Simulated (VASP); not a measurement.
Here is a VASP 6.6.1 calculation.

The input INCAR:

```
PREC = Accurate
ENCUT = 750
EDIFF = 1E-7
ISMEAR = 0
SIGMA = 0.02
LREAL = False
LASPH = True
NELM = 120
ALGO = Normal
ISIF = 3
LWAVE = False
LCHARG = False
IBRION = 2
NSW = 100
EDIFFG = -0.002
GGA_COMPAT = False
NELMIN = 4
```

File KPOINTS:

```
regular mesh
0
Gamma
  8 8 8
```

The input POSCAR:

```
LiF
1.0
    0.0000000000      1.9538102125      1.9538102125
    1.9538102125      0.0000000000      1.9538102125
    1.9538102125      1.9538102125      0.0000000000
Li F
1 1
Direct
    0.0000000000      0.0000000000      0.0000000000
    0.5000000000      0.5000000000      0.5000000000
```

Potentials or basis: VASP PAW LDA potentials, release 64 (Li_sv, F).

Command:

```bash
$ cat potpaw_LDA.64/Li_sv/POTCAR potpaw_LDA.64/F/POTCAR > POTCAR
$ mpirun -np 1 vasp_std > vasp.out
```

(1) Predict the relaxed cell.

(2) What does it give for the relaxed volume?

(3) Predict the band gap on the k mesh.

(4) Predict the space group after relaxing (to 0.1 Å).

Results:

(1) a = 2.758 Å, b = 2.758 Å, c = 2.758 Å, α = 60.00°, β = 60.00°, γ = 60.00°.

(2) 7.42 Å³/atom.

(3) 9.74 eV.

(4) Fm-3m (No. 225).
